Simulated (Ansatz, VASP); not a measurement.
**Two plane-wave programs on ZrN**

```
CELL_PARAMETERS angstrom
0.00000 2.34238 2.34238
2.34238 0.00000 2.34238
2.34238 2.34238 0.00000
ATOMIC_POSITIONS crystal
Zr 0.00000 0.00000 0.00000
N 0.50000 0.50000 0.50000
```

Alike in both runs: task single point; functional PBE; k mesh 20 × 20 × 20; occupations gaussian, width 0.1 eV; no spin polarisation.

|  | VASP | Ansatz |
| --- | --- | --- |
| version | VASP 6.6.1 | Ansatz 0.2.0 |
| potentials or method | VASP PAW PBE potentials, release 64 (Zr_sv, N), cutoff 600 eV | scalar-relativistic, plane waves, PAW |
| valence electrons in the cell | 17 | 17 |

Ansatz gave:

| Item | Value |
| --- | --- |
| gap on the k mesh at the Fermi level (eV) | none |
| pressure (GPa) | -12.8 |

Question: What did VASP give for the same quantities?

Answer: gap on the k mesh at the Fermi level (eV): none; pressure (GPa): -12.7.

A gap of «none» marks a metal or a gap that the smearing closes. With one functional, cell and mesh, what is left measures potentials, basis and numerics.
